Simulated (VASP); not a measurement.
**LiH: relaxation of cell and atoms with r2SCAN**

The system is LiH.

```
Li H
1.0
     0.00000    2.00355    2.00355
     2.00355    0.00000    2.00355
     2.00355    2.00355    0.00000
Li H
1 1
Direct
  0.00000 0.00000 0.00000
  0.50000 0.50000 0.50000
```

```yaml
Program: VASP 6.6.1
Task: relaxation of cell and atoms
Functional: r2SCAN
Potentials_or_basis: VASP PAW PBE potentials, release 64 (Li_sv, H)
Cutoff: 600 eV
k_mesh: 10 × 10 × 10
Occupations: fermi-dirac, width 0.02 eV
Spin: no spin polarisation
Dipole_correction: no
Further_INCAR_settings: ALGO = Normal; EDIFF = 1e-07; IBRION = 2; EDIFFG = -0.005; NSW = 80; ISIF = 3
```

The relaxed volume is 7.96 Å³/atom and the relaxed cell is a = 2.824 Å, b = 2.824 Å, c = 2.824 Å, α = 60.00°, β = 60.00°, γ = 60.00°. The space group after relaxing (to 0.05 Å) is Fm-3m (No. 225) and the energy gained by relaxing is 0.1 meV/atom. The ionic steps are 3. The pressure after relaxing is 0.0 GPa and the band gap on the k mesh is 3.57 eV, direct.

The path:
| step | energy change (eV) | largest force (eV/Å) | pressure (GPa) | volume (Å³) |
| --- | --- | --- | --- | --- |
| 1 | 0.0000 | 0.0000 | -0.44 | 16.09 |
| 2 | -0.0001 | 0.0000 | -0.31 | 16.03 |
| 3 | -0.0002 | 0.0000 | -0.05 | 15.93 |

Final structure:
```xyz
2
Lattice="0.0000 1.9970 1.9970 1.9970 0.0000 1.9970 1.9970 1.9970 0.0000" Properties=species:S:1:pos:R:3 pbc="T T T"
Li    0.0000    0.0000    0.0000
H     1.9970    1.9970    1.9970
```

Levels at points of the mesh, in eV from the valence-band top:
| k point | band 1 | band 2 | band 3 | band 4 | band 5 | band 6 |
| --- | --- | --- | --- | --- | --- | --- |
| (0.00, 0.00, 0.00) | -45.72 | -5.49 | 17.77 | 19.50 | 19.50 | 19.50 |
| (0.50, 0.00, 0.00) | -45.67 | -2.67 | 5.70 | 15.03 | 18.25 | 18.25 |
| (0.50, 0.50, 0.00) | -45.66 | 0.00 | 3.57 | 11.79 | 11.79 | 15.11 |

Run time: 42 s on 1 thread of Intel Xeon 6975P-C, with other jobs on the host, peak memory 0.14 GiB.

Caveat: the cutoff is under 1.25 times the usual one of these potentials, so pressure, stress and relaxed cells hold a basis-set (Pulay) error; the PAW data sets were made with another functional, which shifts forces and pressure a little. r2SCAN opens gaps a little over a GGA but as a rule still falls short of measured ones.
